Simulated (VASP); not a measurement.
# GaP in VASP: notebook

The runs below take GaP through electric field gradients, with PBE.

All numbers are computed with VASP 6.6.1; they aren't measurements. Logs are shortened: lines on timing, memory, paths and dates and some standing lists are left out, and cuts for length are marked.

### Step 1. The cell of the first run

The structure is cubic, space group F-43m (No. 216). Conventional cell: a = 5.557 Å, b = 5.557 Å, c = 5.557 Å, α = 90.00°, β = 90.00°, γ = 90.00°. Ga (site symmetry -43m) has 4 P at 2.41 Å within 3.2 Å. Within 3.2 Å of P (site symmetry -43m) lie 4 Ga at 2.41 Å.

### Step 2. Electric field gradients, PBE (21.45 Å³/atom)

File INCAR:

```
  ALGO = Normal
  EDIFF = 1E-8
  ENCUT = 520
  GGA = PE
  ISIF = 2
  ISMEAR = -1
  LASPH = T
  LCHARG = F
  LEFG = T
  LREAL = F
  LWAVE = F
  NBANDS = 16
  NELM = 100
  PREC = Accurate
  SIGMA = 0.05
```

File KPOINTS:

```
k-points
0
Gamma
  10 10 10
```

File POSCAR:

```
GaP
1.0
    0.0000000000      2.7786998443      2.7786998443
    2.7786998443      0.0000000000      2.7786998443
    2.7786998443      2.7786998443      0.0000000000
Ga P
1 1
Direct
    0.0000000000      0.0000000000      0.0000000000
    0.7500000000      0.7500000000      0.7500000000
```

Potentials or basis: VASP PAW PBE potentials, release 64 (Ga_d, P).

The run is started by

```bash
$ cat potpaw_PBE.64/Ga_d/POTCAR potpaw_PBE.64/P/POTCAR > POTCAR
$ mpirun -np 1 vasp_std > vasp.out
```

OUTCAR:

```text
EDIFF = 1E-8
   ENCUT = 520
   GGA = PE
   ISIF = 2
   ISMEAR = -1
   LASPH = T
   LREAL = F
   NELM = 100
   PREC = Accurate

 ion  position               nearest neighbor table
   1  0.000  0.000  0.000-   2 2.41   2 2.41   2 2.41   2 2.41
   2  0.750  0.750  0.750-   1 2.41   1 2.41   1 2.41   1 2.41

  LATTYP: Found a face centered cubic cell.
 ALAT       =     5.5573996886

  Lattice vectors:

 A1 = (   0.0000000000,   2.7786998443,   2.7786998443)
 A2 = (   2.7786998443,   0.0000000000,   2.7786998443)
 A3 = (   2.7786998443,   2.7786998443,   0.0000000000)

Analysis of symmetry for initial positions (statically):
=====================================================================
 Subroutine PRICEL returns:
 Original cell was already a primitive cell.

 Routine SETGRP: Setting up the symmetry group for a
 face centered cubic supercell.

 Subroutine GETGRP returns: Found 24 space group operations
 (whereof 24 operations were pure point group operations)
 out of a pool of 48 trial point group operations.

The static configuration has the point symmetry T_d .

Analysis of symmetry for dynamics (positions and initial velocities):
=====================================================================
 Subroutine PRICEL returns:
 Original cell was already a primitive cell.

 Routine SETGRP: Setting up the symmetry group for a
 face centered cubic supercell.

 Subroutine GETGRP returns: Found 24 space group operations
 (whereof 24 operations were pure point group operations)
 out of a pool of 48 trial point group operations.

The dynamic configuration has the point symmetry T_d .

 Subroutine INISYM returns: Found 24 space group operations
 (whereof 24 operations are pure point group operations),
 and found     1 'primitive' translations

----------------------------------------------------------------------------------------

                                     Primitive cell

  volume of cell :      42.9096

  direct lattice vectors                    reciprocal lattice vectors
     0.000000000  2.778699844  2.778699844    -0.179940270  0.179940270  0.179940270
     2.778699844  0.000000000  2.778699844     0.179940270 -0.179940270  0.179940270
     2.778699844  2.778699844  0.000000000     0.179940270  0.179940270 -0.179940270

  length of vectors
     3.929675006  3.929675006  3.929675006     0.311665690  0.311665690  0.311665690

  position of ions in fractional coordinates (direct lattice)
     0.000000000  0.000000000  0.000000000
     0.750000000  0.750000000  0.750000000

  ion indices of the primitive-cell ions
   primitive index   ion index
                 1           1
                 2           2

----------------------------------------------------------------------------------------

 KPOINTS: k-points

Automatic generation of k-mesh.
 Grid dimensions read from file:
 generate k-points for:   10   10   10

 Generating k-lattice:

  Cartesian coordinates                     Fractional coordinates (reciprocal lattice)
    -0.017994027  0.017994027  0.017994027     0.100000000  0.000000000  0.000000000
     0.017994027 -0.017994027  0.017994027     0.000000000  0.100000000  0.000000000
     0.017994027  0.017994027 -0.017994027     0.000000000  0.000000000  0.100000000

  Length of vectors
     0.031166569  0.031166569  0.031166569

  Shift w.r.t. Gamma in fractional coordinates (k-lattice)
     0.000000000  0.000000000  0.000000000

 Subroutine IBZKPT returns following result:
 ===========================================

 Found     47 irreducible k-points:

 Following reciprocal coordinates:
            Coordinates               Weight
  0.000000  0.000000  0.000000      1.000000
  0.100000  0.000000  0.000000      8.000000
  0.200000  0.000000  0.000000      8.000000
  0.300000  0.000000  0.000000      8.000000
  0.400000  0.000000  0.000000      8.000000
  0.500000  0.000000  0.000000      4.000000
[... 16 lines left out ...]
  0.300000  0.300000  0.000000      6.000000
  0.400000  0.300000  0.000000     24.000000
 [... further k-points ...]
   k-points           NKPTS =     47   k-points in BZ     NKDIM =     47   number of bands    NBANDS=     16
   number of dos      NEDOS =    301   number of ions     NIONS =      2
   total plane-waves  NPLWV =  27000
   dimension x,y,z NGX =    30 NGY =   30 NGZ =   30
   dimension x,y,z NGXF=    60 NGYF=   60 NGZF=   60
   ions per type =               1   1
   NGX,Y,Z   is equivalent  to a cutoff of  12.69, 12.69, 12.69 a.u.
   NGXF,Y,Z  is equivalent  to a cutoff of  25.38, 25.38, 25.38 a.u.
 SYSTEM =  unknown system
   PREC   = accura    normal or accurate (medium, high low for compatibility)
   ISTART =      0    job   : 0-new  1-cont  2-samecut
   ICHARG =      2    charge: 1-file 2-atom 10-const
   ISPIN  =      1    spin polarized calculation?
   LNONCOLLINEAR =      F non collinear calculations
   LSORBIT =      F    spin-orbit coupling
   LASPH  =      T    aspherical Exc in radial PAW
   ENCUT  =  520.0 eV  38.22 Ry    6.18 a.u.   7.31  7.31  7.31*2*pi/ulx,y,z
   NELM   =    100;   NELMIN=  2; NELMDL= -5     # of ELM steps
   EDIFF  = 0.1E-07   stopping-criterion for ELM
   LREAL  =      F    real-space projection
   EDIFFG = 0.1E-06   stopping-criterion for IOM
   NSW    =      0    number of steps for IOM
   IBRION =     -1    ionic relax: 0-MD 1-quasi-New 2-CG
   NFREE  =      0    steps in history (QN), initial steepest desc. (CG)
   ISIF   =      2    stress and relaxation
   ISYM   =      2    0-nonsym 1-usesym 2-fastsym
   POTIM  = 0.5000    time-step for ionic-motion
   TEBEG  =    0.0;   TEEND  =   0.0 temperature during run
   PSTRESS=    0.0 pullay stress
   NELECT =      18.0000    total number of electrons
   NUPDOWN=      -1.0000    fix difference up-down
   EMIN   =  10.00;   EMAX   =-10.00  energy-range for DOS
   EFERMI =   0.00;   METHOD = LEGACY
   ISMEAR =    -1;   SIGMA  =   0.05  broadening in eV -4-tet -1-fermi 0-gaus
   EFERMI_NEDOS =   21; number of points for ismear=-14 and -15
   IALGO  =     38    algorithm
   IMIX   =      4    mixing-type and parameters
     AMIX     =   0.40;   BMIX     =  1.00
     AMIX_MAG =   1.60;   BMIX_MAG =  1.00
  volume/ion in A,a.u.               =      21.45       144.78
  Fermi-wavevector in a.u.,A,eV,Ry     =   1.225502  2.315863 20.433980  1.501855
  Thomas-Fermi vector in A             =   2.360538
   LORBIT       =      0    0 simple, 1 ext, 2 COOP (PROOUT), +10 PAW based schemes
   GGA     = PE    functional components
   LHFCALC =     F    Hartree Fock is set to
   AEXX    =    0.0000 exact exchange contribution
   IVDW    =     0    specifies the selected vdW correction
   LEPSILON=     F    determine dielectric tensor
   LRPA    =     F    only Hartree local field effects (RPA)
 non-spin polarized calculation
  energy-cutoff  :      520.00
  volume of cell :       42.91
 maximum number of plane-waves:      1179
 NGX is ok and might be reduce to    30
   NGX = 15   NGY = 15   NGZ = 15

 number of electron      18.0000013 magnetization

 Free energy of the ion-electron system (eV)
  ---------------------------------------------------
  ext. energy  EPLUGINS =         0.00000000
  ---------------------------------------------------
  free energy    TOTEN  =        -9.12012061 eV

  energy without entropy =       -9.12012060  energy(sigma->0) =       -9.12012060

 E-fermi :   4.7808     XC(G=0):  -9.5703

 val. band max:        4.0749783446   @ k =   0.0000   0.0000   0.0000
 cond. band min:       5.4251076549   @ k =   0.0000   0.0000   0.0000
 fundamental gap:      1.3501293103
 Fermi energy:         4.7808137677

 k-point     1 :       0.0000    0.0000    0.0000
  band No.  band energies     occupation
      1     -10.3887      2.00000
      2     -10.3887      2.00000
      3     -10.3887      2.00000
      4     -10.3056      2.00000
      5     -10.3056      2.00000
      6      -7.9937      2.00000
[... 8 lines left out ...]
     15      13.7801      0.00000
     16      13.7801      0.00000

 k-point     2 :       0.1000    0.0000    0.0000
  band No.  band energies     occupation
      1     -10.3954      2.00000
      2     -10.3861      2.00000
      3     -10.3861      2.00000
      4     -10.3056      2.00000
      5     -10.3056      2.00000
      6      -7.8734      2.00000
[... 8 lines left out ...]
     15      13.3371      0.00000
     16      13.3371      0.00000

 k-point     3 :       0.2000    0.0000    0.0000
  band No.  band energies     occupation
      1     -10.4123      2.00000
      2     -10.3800      2.00000
      3     -10.3800      2.00000
      4     -10.3052      2.00000
      5     -10.3052      2.00000
      6      -7.5248      2.00000
[... 8 lines left out ...]
     15      12.9326      0.00000
     16      13.9759      0.00000

 k-point     4 :       0.3000    0.0000    0.0000
  band No.  band energies     occupation
      1     -10.4319      2.00000
      2     -10.3735      2.00000
      3     -10.3735      2.00000
      4     -10.3034      2.00000
      5     -10.3034      2.00000
      6      -6.9938      2.00000
[... 8 lines left out ...]
     15      13.3042      0.00000
     16      13.6604      0.00000

 k-point     5 :       0.4000    0.0000    0.0000
  band No.  band energies     occupation
      1     -10.4470      2.00000
      2     -10.3694      2.00000
      3     -10.3694      2.00000
      4     -10.3008      2.00000
      5     -10.3008      2.00000
      6      -6.4104      2.00000
[... 8 lines left out ...]
     15      14.4629      0.00000
     16      14.4629      0.00000

 k-point     6 :       0.5000    0.0000    0.0000
  band No.  band energies     occupation
      1     -10.4526      2.00000
      2     -10.3682      2.00000
      3     -10.3682      2.00000
      4     -10.2995      2.00000
      5     -10.2995      2.00000
      6      -6.1128      2.00000
[... 8 lines left out ...]
     15      15.5719      0.00000
     16      15.5719      0.00000
[... 267 lines left out ...]
 k-point    21 :      -0.3000    0.2000    0.0000
  band No.  band energies     occupation
      1     -10.4494      2.00000
      2     -10.3650      2.00000
      3     -10.3619      2.00000
      4     -10.3057      2.00000
      5     -10.3034      2.00000
      6      -6.2525      2.00000
[... 8 lines left out ...]
     15      14.7659      0.00000
     16      16.6091      0.00000

 k-point    22 :      -0.2000    0.2000    0.0000
  band No.  band energies     occupation
      1     -10.4371      2.00000
      2     -10.3695      2.00000
      3     -10.3684      2.00000
      4     -10.3082      2.00000
      5     -10.3019      2.00000
      6      -6.8108      2.00000
[... 8 lines left out ...]
     15      15.0820      0.00000
     16      15.7971      0.00000

 k-point    23 :       0.3000    0.3000    0.0000
  band No.  band energies     occupation
      1     -10.4563      2.00000
      2     -10.3542      2.00000
      3     -10.3542      2.00000
      4     -10.3226      2.00000
      5     -10.2939      2.00000
      6      -6.6431      2.00000
[... 8 lines left out ...]
     15      15.0861      0.00000
     16      17.4083      0.00000

 k-point    24 :       0.4000    0.3000    0.0000
  band No.  band energies     occupation
      1     -10.4665      2.00000
      2     -10.3494      2.00000
      3     -10.3478      2.00000
      4     -10.3247      2.00000
      5     -10.2922      2.00000
      6      -6.1684      2.00000
[... 8 lines left out ...]
     15      15.7006      0.00000
     16      17.4112      0.00000

 [... further k-points ...]

------------------------ aborting loop because EDIFF is reached ----------------------------------------

  FORCE on cell =-STRESS in cart. coord.  units (eV):
  Direction    XX          YY          ZZ          XY          YZ          ZX
  --------------------------------------------------------------------------------------
  -------------------------------------------------------------------------------------
  Total       -0.5361235     -0.5361235     -0.5361235      0.0000000      0.0000000     -0.0000000
  in kB      -20.0179925    -20.0179925    -20.0179925      0.0000000      0.0000000     -0.0000000
  external PRESSURE =     -20.0179925 kB  Pullay stress =       0.0000000 kB

 VOLUME and BASIS-vectors are now :
 -----------------------------------------------------------------------------
  energy-cutoff  :      520.00
  volume of cell :       42.91
      direct lattice vectors                 reciprocal lattice vectors
     0.000000000  2.778699844  2.778699844    -0.179940270  0.179940270  0.179940270
     2.778699844  0.000000000  2.778699844     0.179940270 -0.179940270  0.179940270
     2.778699844  2.778699844  0.000000000     0.179940270  0.179940270 -0.179940270

 POSITION                                       TOTAL-FORCE (eV/Angst)
 -----------------------------------------------------------------------------------
      0.00000      0.00000      0.00000         0.000000     -0.000000     -0.000000
      4.16805      4.16805      4.16805        -0.000000      0.000000      0.000000
 -----------------------------------------------------------------------------------
    total drift:                               -0.000002     -0.000002     -0.000002

  FREE ENERGIE OF THE ION-ELECTRON SYSTEM (eV)
  ---------------------------------------------------
  free  energy   TOTEN  =        -9.1201206072 eV

  energy  without entropy=       -9.1201205969  energy(sigma->0) =       -9.12012060

 Electric field gradients (V/A^2)
---------------------------------------------------------------------
 ion       V_xx      V_yy      V_zz      V_xy      V_xz      V_yz
---------------------------------------------------------------------
   1      -0.000     0.000    -0.000    -0.003    -0.003    -0.003
   2       0.000     0.000     0.000    -0.000    -0.000    -0.000
---------------------------------------------------------------------

 Electric field gradients after diagonalization (V/A^2)
 (convention: |V_zz| > |V_xx| > |V_yy|)
----------------------------------------------------------------------
 ion       V_xx      V_yy      V_zz     asymmetry (V_yy - V_xx)/ V_zz
----------------------------------------------------------------------
   1       0.003     0.003    -0.007       0.000
   2       0.000     0.000    -0.001       0.000
----------------------------------------------------------------------

           NMR quadrupolar parameters

 Cq : quadrupolar parameter    Cq=e*Q*V_zz/h
 eta: asymmetry parameters     (V_yy - V_xx)/ V_zz
 Q  : nuclear electric quadrupole moment in mb (millibarn)
----------------------------------------------------------------------
 ion       Cq(MHz)       eta       Q (mb)
----------------------------------------------------------------------
   1      -0.000       0.000       1.000
   2      -0.000       0.000       1.000
----------------------------------------------------------------------
```

It took 40 s on 1 thread of Intel Xeon 6975P-C (Granite Rapids), shared host; peak memory 0.18 GiB.

Results:

```yaml
Free_energy: -9.1201 eV
Pressure: -2.0 GPa
Band_gap_on_the_k_mesh: 1.35 eV
Largest_electric_field_gradient_by_atom: zero within the noise of the run
```

[end of part 1 of 2]
